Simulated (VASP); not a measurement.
# Os (P6_3/mmc) in VASP: further runs

The runs below take Os through single point, relaxation of shape and atoms at fixed volume, with PBE.

All numbers are computed with VASP 6.6.1; they aren't measurements. Logs are shortened: lines on timing, memory, paths and dates and some standing lists are left out, and cuts for length are marked.

## 1. The cell of the first run

It takes space group P6_3/mmc (No. 194, hexagonal). Conventional cell: a = 2.810 Å, b = 2.810 Å, c = 4.426 Å, α = 90.00°, β = 90.00°, γ = 120.00°. Os (site symmetry -6m2) has 12 Os at 2.74 to 2.81 Å within 3.6 Å.

## 2. Single point, PBE (15.13 Å³/atom)

Contents of INCAR:

```
ALGO     = Normal         # electronic algorithm
EDIFF    = 1E-6           # SCF threshold, eV
ENCUT    = 600            # plane-wave cutoff, eV
GGA      = PE             # functional
GGA_COMPAT= False        
ISIF     = 2              # what is computed and relaxed
ISMEAR   = 0              # smearing method
LASPH    = True           # aspherical terms in the spheres
LCHARG   = False          # write CHGCAR
LREAL    = False          # projectors in reciprocal space
LWAVE    = False          # write WAVECAR
NBANDS   = 15             # bands
NELM     = 120            # most SCF steps
PREC     = Accurate       # precision mode
SIGMA    = 0.1            # smearing width, eV
```

Contents of KPOINTS:

```
k-points
0
Gamma
  18 18 10
```

Contents of POSCAR:

```
Os
1.0
    2.8098742672      0.0000000000      0.0000000000
   -1.4049371336      2.4334224969      0.0000000000
    0.0000000000      0.0000000000      4.4264053572
Os
2
Direct
    0.3333333333      0.6666666667      0.2500000000
    0.6666666667      0.3333333333      0.7500000000
```

Potentials or basis: VASP PAW PBE potentials, release 64 (Os).

On the command line:

```
cat potpaw_PBE.64/Os/POTCAR > POTCAR
mpirun -np 1 vasp_std > vasp.out
```

OUTCAR:

```text
EDIFF = 1E-6
   ENCUT = 600
   GGA = PE
   ISIF = 2
   ISMEAR = 0
   LASPH = True
   LREAL = False
   NELM = 120
   PREC = Accurate

 ion  position               nearest neighbor table
   1  0.333  0.667  0.250-   2 2.74   2 2.74   2 2.74   2 2.74   2 2.74   2 2.74
   2  0.667  0.333  0.750-   1 2.74   1 2.74   1 2.74   1 2.74   1 2.74   1 2.74

  LATTYP: Found a hexagonal cell.
 ALAT       =     2.8098742672
 C/A-ratio  =     1.5753037098

  Lattice vectors:

 A1 = (   2.8098742672,   0.0000000000,   0.0000000000)
 A2 = (  -1.4049371336,   2.4334224969,   0.0000000000)
 A3 = (   0.0000000000,   0.0000000000,   4.4264053572)

Analysis of symmetry for initial positions (statically):
=====================================================================
 Subroutine PRICEL returns:
 Original cell was already a primitive cell.

 Routine SETGRP: Setting up the symmetry group for a
 hexagonal supercell.

 Subroutine GETGRP returns: Found 24 space group operations
 (whereof 12 operations were pure point group operations)
 out of a pool of 24 trial point group operations.

The static configuration has the point symmetry D_3d.
 The point group associated with its full space group is D_6h.

Analysis of symmetry for dynamics (positions and initial velocities):
=====================================================================
 Subroutine PRICEL returns:
 Original cell was already a primitive cell.

 Routine SETGRP: Setting up the symmetry group for a
 hexagonal supercell.

 Subroutine GETGRP returns: Found 24 space group operations
 (whereof 12 operations were pure point group operations)
 out of a pool of 24 trial point group operations.

The dynamic configuration has the point symmetry D_3d.
 The point group associated with its full space group is D_6h.

 Subroutine INISYM returns: Found 24 space group operations
 (whereof 12 operations are pure point group operations),
 and found     1 'primitive' translations

----------------------------------------------------------------------------------------

                                     Primitive cell

  volume of cell :      30.2660

  direct lattice vectors                    reciprocal lattice vectors
     2.809874267  0.000000000  0.000000000     0.355887810  0.205471923  0.000000000
    -1.404937134  2.433422497  0.000000000     0.000000000  0.410943846  0.000000000
[... 95 lines left out ...]
   PSTRESS=    0.0 pullay stress
   NELECT =      16.0000    total number of electrons
   NUPDOWN=      -1.0000    fix difference up-down
   EMIN   =  10.00;   EMAX   =-10.00  energy-range for DOS
   EFERMI =   0.00;   METHOD = LEGACY
   ISMEAR =     0;   SIGMA  =   0.10  broadening in eV -4-tet -1-fermi 0-gaus
   EFERMI_NEDOS =   21; number of points for ismear=-14 and -15
   IALGO  =     38    algorithm
   IMIX   =      4    mixing-type and parameters
     AMIX     =   0.40;   BMIX     =  1.00
     AMIX_MAG =   1.60;   BMIX_MAG =  1.00
  volume/ion in A,a.u.               =      15.13       102.12
  Fermi-wavevector in a.u.,A,eV,Ry     =   1.323721  2.501469 23.840618  1.752236
  Thomas-Fermi vector in A             =   2.453308
   LORBIT       =      0    0 simple, 1 ext, 2 COOP (PROOUT), +10 PAW based schemes
   GGA     = PE    functional components
   LHFCALC =     F    Hartree Fock is set to
   AEXX    =    0.0000 exact exchange contribution
   IVDW    =     0    specifies the selected vdW correction
   LEPSILON=     F    determine dielectric tensor
   LRPA    =     F    only Hartree local field effects (RPA)
 non-spin polarized calculation
 Gauss-broadening in eV      SIGMA  =   0.10
  energy-cutoff  :      600.00
  volume of cell :       30.27
 maximum number of plane-waves:      1032
 NGX is ok and might be reduce to    24
   NGX = 11   NGY = 11   NGZ = 17

 number of electron      16.0000000 magnetization

 Free energy of the ion-electron system (eV)
  ---------------------------------------------------
  ext. energy  EPLUGINS =         0.00000000
  ---------------------------------------------------
  free energy    TOTEN  =       -22.38530435 eV

  energy without entropy =      -22.37686119  energy(sigma->0) =      -22.38108277

 E-fermi :   8.3135     XC(G=0): -13.6067

 val. band max:        8.3035646584   @ k =   0.4444   0.1111   0.4000
 cond. band min:       8.3159722196   @ k =   0.1667   0.1111   0.3000
 fundamental gap:      0.0124075612
 Fermi energy:         8.3134744912

 k-point     1 :       0.0000    0.0000    0.0000
  band No.  band energies     occupation
      1      -1.9219      2.00000
      2       1.2496      2.00000
      3       5.5957      2.00000
      4       5.5957      2.00000
      5       5.8484      2.00000
      6       6.3399      2.00000
      7       6.3399      2.00000
      8       6.8892      2.00000
      9       6.8892      2.00000
     10       8.3886      0.28788
     11       9.8028      0.00000
     12       9.8028      0.00000
     13      16.5112      0.00000
     14      22.3421      0.00000
[... 401 lines left out ...]
      2       2.2667      2.00000
      3       2.6299      2.00000
      4       5.0725      2.00000
      5       5.0774      2.00000
      6       5.9572      2.00000
      7       6.5980      2.00000
      8       9.7000      0.00000
      9      10.0634      0.00000
     10      10.5103      0.00000
     11      11.7485      0.00000
     12      14.5436      0.00000
     13      17.0804      0.00000
     14      18.2450      0.00000
     15      19.6782      0.00000

 [... further k-points ...]

------------------------ aborting loop because EDIFF is reached ----------------------------------------

  FORCE on cell =-STRESS in cart. coord.  units (eV):
  Direction    XX          YY          ZZ          XY          YZ          ZX
  --------------------------------------------------------------------------------------
  -------------------------------------------------------------------------------------
  Total       -3.8481936     -3.8481936     -3.8694755      0.0000000     -0.0000000      0.0000000
  in kB     -203.7097950   -203.7097950   -204.8363827      0.0000000     -0.0000000      0.0000000
  external PRESSURE =    -204.0853242 kB  Pullay stress =       0.0000000 kB

 VOLUME and BASIS-vectors are now :
 -----------------------------------------------------------------------------
  energy-cutoff  :      600.00
  volume of cell :       30.27
      direct lattice vectors                 reciprocal lattice vectors
     2.809874267  0.000000000  0.000000000     0.355887810  0.205471923  0.000000000
    -1.404937134  2.433422497  0.000000000     0.000000000  0.410943846  0.000000000
     0.000000000  0.000000000  4.426405357     0.000000000  0.000000000  0.225916951

 POSITION                                       TOTAL-FORCE (eV/Angst)
 -----------------------------------------------------------------------------------
     -0.00000      1.62228      1.10660         0.000000     -0.000000      0.000000
      1.40494      0.81114      3.31980        -0.000000      0.000000      0.000000
 -----------------------------------------------------------------------------------
    total drift:                               -0.000000      0.000000     -0.000000

  FREE ENERGIE OF THE ION-ELECTRON SYSTEM (eV)
  ---------------------------------------------------
  free  energy   TOTEN  =       -22.3853043528 eV

  energy  without entropy=      -22.3768611893  energy(sigma->0) =      -22.38108277
```

OSZICAR:

```text
N       E                     dE             d eps       ncg     rms          rms(c)
DAV:   1     0.111398018755E+03    0.11140E+03   -0.80540E+03  6660   0.114E+03
DAV:   2    -0.180068465637E+02   -0.12940E+03   -0.11264E+03  6730   0.334E+02
DAV:   3    -0.238544285266E+02   -0.58476E+01   -0.55333E+01  9000   0.621E+01
DAV:   4    -0.239103416316E+02   -0.55913E-01   -0.55819E-01  7200   0.641E+00
DAV:   5    -0.239106481250E+02   -0.30649E-03   -0.30647E-03  9097   0.433E-01    0.193E+01
DAV:   6    -0.226976555140E+02    0.12130E+01   -0.11637E+00  8382   0.933E+00    0.799E+00
DAV:   7    -0.223933553654E+02    0.30430E+00   -0.65396E-01  8613   0.686E+00    0.387E-01
DAV:   8    -0.223878481328E+02    0.55072E-02   -0.59411E-03  6779   0.557E-01    0.242E-01
DAV:   9    -0.223852972678E+02    0.25509E-02   -0.12505E-03  8032   0.347E-01    0.489E-02
DAV:  10    -0.223853265651E+02   -0.29297E-04   -0.58663E-05  8529   0.669E-02    0.132E-02
DAV:  11    -0.223853051938E+02    0.21371E-04   -0.39504E-06  7633   0.201E-02    0.113E-03
DAV:  12    -0.223853043528E+02    0.84100E-06   -0.10777E-07  4499   0.358E-03
   1 F= -.22385304E+02 E0= -.22381083E+02  d E =-.844316E-02
```

Wall time 1.7 min (1 thread of AMD EPYC 7R43 (Zen 3), shared host); peak memory 0.21 GiB.

What came out:

```
Free energy            : -22.3853 eV
Pressure               : -20.4 GPa
Band gap on the k mesh : zero (bands 8 and 9 overlap by 3.46 eV)
```

Caveat: the cell stands under tension; spin-orbit coupling is left out, which moves the levels of the heavy elements.

## 3. Single point, PBE (15.70 Å³/atom)

This run uses another cell than the first one, of 15.70 Å³/atom.

Contents of INCAR:

```
  ALGO = Normal
  EDIFF = 1E-6
  ENCUT = 600
  GGA = PE
  GGA_COMPAT = F
  ISIF = 2
  ISMEAR = 0
  LASPH = T
  LCHARG = F
  LREAL = F
  LWAVE = F
  NBANDS = 15
  NELM = 120
  PREC = Accurate
  SIGMA = 0.1
```

KPOINTS is that of step 2.

Contents of POSCAR:

```
Os
1.0
    2.8471141152      0.0000000000      0.0000000000
   -1.4235570576      2.4656731512      0.0000000000
    0.0000000000      0.0000000000      4.4740623076
Os
2
Direct
    0.3333333333      0.6666666667      0.2500000000
    0.6666666667      0.3333333333      0.7500000000
```

Potentials or basis: VASP PAW PBE potentials, release 64 (Os).

On the command line:

```
cat potpaw_PBE.64/Os/POTCAR > POTCAR
mpirun -np 1 vasp_std > vasp.out
```

Run time: 2.1 min. Hardware: 1 thread of AMD EPYC 7R43 (Zen 3), shared host; peak memory 0.21 GiB.

Results (log left out):

| Item | Value |
| --- | --- |
| Free energy | -22.2029 eV |
| Pressure | -30.4 GPa |
| Band gap on the k mesh | zero (bands 8 and 9 overlap by 3.25 eV) |

Stress tensor (GPa, compression positive):
```
-30.38   0.00   0.00
  0.00 -30.38   0.00
  0.00   0.00 -30.48
```

Levels at points of the mesh, in eV from the Fermi level:
```
           k point  band 4  band 5  band 6  band 7  band 8  band 9  band 10  band 11  band 12  band 13
(0.00, 0.00, 0.00)   -2.57   -2.31   -1.87   -1.87   -1.37   -1.37     0.12     1.40     1.40     7.82
(0.50, 0.00, 0.00)   -3.03   -2.60   -2.18   -1.58    1.61    2.08     2.23     3.68     4.85     8.45
(0.00, 0.00, 0.50)   -3.03   -2.76   -2.76   -2.76   -2.76    0.71     0.71     0.71     0.71    13.64
(0.50, 0.00, 0.50)   -4.49   -1.04   -1.04   -0.13   -0.13    1.90     1.90     2.82     2.82     7.84
```

Caveat: the cell stands under tension; spin-orbit coupling is left out, which moves the levels of the heavy elements.

## 4. Relaxation of shape and atoms at fixed volume, PBE (12.56 Å³/atom)

This run uses another cell than the first one, of 12.56 Å³/atom.

Contents of INCAR:

```
SYSTEM = Os
PREC = Accurate ; ENCUT = 600
EDIFF = 1E-7 ; ISMEAR = 0
SIGMA = 0.1 ; LREAL = .FALSE.
LASPH = .TRUE. ; NELM = 120
ALGO = Normal ; ISIF = 4
LWAVE = .FALSE. ; LCHARG = .FALSE.
GGA = PE ; IBRION = 2
NSW = 50 ; EDIFFG = -0.01
GGA_COMPAT = .FALSE. ; NELMIN = 4
```

Contents of KPOINTS:

```
regular mesh
0
G
  18 18 10
  0 0 0
```

Contents of POSCAR:

```
Os
1.0
    2.6341352888      0.0000000000      0.0000000000
   -1.3170676444      2.2812280771      0.0000000000
    0.0000000000      0.0000000000      4.1814375106
Os
2
Direct
    0.3333333333      0.6666666667      0.2500000000
    0.6666666667      0.3333333333      0.7500000000
```

On the command line:

```
cat potpaw_PBE.64/Os/POTCAR > POTCAR
mpirun -np 1 vasp_std > vasp.out
```

Run time: 2.7 min. Hardware: 1 thread of AMD EPYC 7R43 (Zen 3), shared host; peak memory 0.18 GiB.

It converged, with:

- Free energy: -21.8326 eV
- Energy gained by relaxing: 0.0 meV/atom
- Ionic steps: 3
- Pressure after relaxing: 70.7 GPa
- Band gap on the k mesh: zero (bands 8 and 9 overlap by 4.71 eV)

Final structure:
```
Os
1.0
     2.63311    0.00000    0.00000
    -1.31656    2.28034    0.00000
     0.00000    0.00000    4.18468
Os
2
Direct
  0.33333 0.66667 0.25000
  0.66667 0.33333 0.75000
```

Levels at points of the mesh, in eV from the Fermi level:
| k point | band 5 | band 6 | band 7 | band 8 | band 9 | band 10 | band 11 | band 12 |
| --- | --- | --- | --- | --- | --- | --- | --- | --- |
| (0.00, 0.00, 0.00) | -3.36 | -2.60 | -2.60 | -1.76 | -1.76 | 0.01 | 1.99 | 1.99 |
| (0.50, 0.00, 0.00) | -3.15 | -2.99 | -2.19 | 2.52 | 3.17 | 3.24 | 5.23 | 6.64 |
| (0.00, 0.00, 0.50) | -3.79 | -3.79 | -3.79 | -3.79 | 1.09 | 1.09 | 1.09 | 1.09 |
| (0.50, 0.00, 0.50) | -1.39 | -1.39 | -0.13 | -0.13 | 2.91 | 2.91 | 3.86 | 3.86 |

Caveat: spin-orbit coupling is left out, which moves the levels of the heavy elements.

## 5. Relaxation of shape and atoms at fixed volume, PBE (15.13 Å³/atom)

Contents of INCAR:

```
PREC = Accurate ; ENCUT = 600
EDIFF = 1E-7 ; ISMEAR = 0
SIGMA = 0.1 ; LREAL = False
LASPH = True ; NELM = 120
ALGO = Normal ; ISIF = 4
LWAVE = False ; LCHARG = False
GGA = PE ; IBRION = 2
NSW = 50 ; EDIFFG = -0.01
GGA_COMPAT = False ; NELMIN = 4
```

Contents of KPOINTS:

```
Automatic mesh
0
Gamma
  18 18 10
```

Contents of POSCAR:

```
Os
1.0
    2.8082731686      0.0000000000      0.0000000000
   -1.4041365843      2.4320359048      0.0000000000
    0.0000000000      0.0000000000      4.4314541053
Os
2
Direct
    0.3333333333      0.6666666667      0.2500000000
    0.6666666667      0.3333333333      0.7500000000
```

On the command line:

```
cat potpaw_PBE.64/Os/POTCAR > POTCAR
mpirun -np 1 vasp_std > vasp.out
```

Wall time 2.9 min (1 thread of Oxide Virtual Turin-like, shared host); peak memory 0.2 GiB.

It converged, with:

| Quantity | Value |
| --- | --- |
| Free energy | -22.3853 eV |
| Energy gained by relaxing | 0.1 meV/atom |
| Ionic steps | 3 |
| Pressure after relaxing | -20.4 GPa |
| Band gap on the k mesh | zero (bands 8 and 9 overlap by 3.46 eV) |

The path:
```tsv
step	energy change (eV)	largest force (eV/Å)	pressure (GPa)	volume (Å³)
1	0.0000	0.0000	-20.44	30.27
2	0.0000	0.0000	-20.37	30.27
3	-0.0001	0.0000	-20.41	30.27
```

Final structure:
```xyz
2
Lattice="2.8101 0.0000 0.0000 -1.4051 2.4336 0.0000 0.0000 0.0000 4.4256" Properties=species:S:1:pos:R:3 pbc="T T T"
Os    0.0000    1.6224    1.1064
Os    1.4051    0.8112    3.3192
```

Levels at points of the mesh, in eV from the Fermi level:
| k point | band 6 | band 7 | band 8 | band 9 | band 10 | band 11 |
| --- | --- | --- | --- | --- | --- | --- |
| (0.00, 0.00, 0.00) | -1.97 | -1.97 | -1.43 | -1.43 | 0.08 | 1.49 |
| (0.50, 0.00, 0.00) | -2.31 | -1.68 | 1.74 | 2.24 | 2.38 | 3.91 |
| (0.00, 0.00, 0.50) | -2.91 | -2.91 | -2.91 | 0.77 | 0.77 | 0.77 |
| (0.50, 0.00, 0.50) | -1.09 | -0.14 | -0.14 | 2.04 | 2.04 | 2.96 |

Caveat: spin-orbit coupling is left out, which moves the levels of the heavy elements.

## 6. The runs side by side

```csv
task,cell,gap on the mesh (eV),pressure (GPa)
single point,"a = 2.810, b = 2.810, c = 4.426 Å, angles 90.0, 90.0, 120.0°, 2 atoms",none,-20.4
single point,"a = 2.847, b = 2.847, c = 4.474 Å, angles 90.0, 90.0, 120.0°, 2 atoms",none,-30.4
relaxation of shape and atoms at fixed volume,"relaxed from a = 2.634, b = 2.634, c = 4.181 Å, angles 90.0, 90.0, 120.0°, 2 atoms",none,70.7
relaxation of shape and atoms at fixed volume,"relaxed from a = 2.808, b = 2.808, c = 4.431 Å, angles 90.0, 90.0, 120.0°, 2 atoms",none,-20.4
```

Alike in all rows: level PBE; potentials or basis VASP PAW PBE potentials, release 64 (Os); no spin polarisation; k mesh 18 × 18 × 10; cutoff (eV) 600; smearing gaussian 0.1 eV.

Caveats: spin-orbit coupling is left out, which moves the levels of the heavy elements; the cell stands under tension (at least some runs).

Total energies depend on the potentials used, so only differences within one code and one set of settings carry meaning.
